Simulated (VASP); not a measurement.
A run of VASP 6.6.1 is set up as follows.

File INCAR:

```
PREC     = Accurate       # precision mode
ENCUT    = 520            # plane-wave cutoff, eV
EDIFF    = 1E-6           # SCF threshold, eV
ISMEAR   = 0              # smearing method
SIGMA    = 0.1            # smearing width, eV
LREAL    = False          # projectors in reciprocal space
LASPH    = True           # aspherical terms in the spheres
NELM     = 100            # most SCF steps
ALGO     = Normal         # electronic algorithm
ISIF     = 2              # what is computed and relaxed
LWAVE    = False          # write WAVECAR
LCHARG   = False          # write CHGCAR
GGA      = PS             # functional
NBANDS   = 26             # bands
```

File KPOINTS:

```
regular mesh
0
Gamma
  18 18 18
```

Contents of POSCAR:

```
NbAs
1.0
   -1.7196532143      1.7196532143      5.7965408238
    1.7196532143     -1.7196532143      5.7965408238
    1.7196532143      1.7196532143     -5.7965408238
Nb As
2 2
Direct
    0.7487437888      0.7487437888      0.0000000000
    0.4987437888     -0.0012562112      0.5000000000
    0.1672562112      0.1672562112      0.0000000000
    0.9172562112      0.4172562112      0.5000000000
```

Potentials or basis: VASP PAW PBE potentials, release 64 (Nb_sv, As).

Command:

```sh
$ cat potpaw_PBE.64/Nb_sv/POTCAR potpaw_PBE.64/As/POTCAR > POTCAR
$ mpirun -np 1 vasp_std > vasp.out
```

Task: What does it give for the band gap on the k mesh?

Result: Zero (bands 18 and 19 overlap by 0.04 eV).

Task: Predict the pressure.

Result: 0.2 GPa.

Stress tensor (GPa, compression positive):
```
0.19 0.00 0.00
0.00 0.19 0.00
0.00 0.00 0.10
```

Caveat: the PAW data sets were made with another functional, which shifts forces and pressure a little.
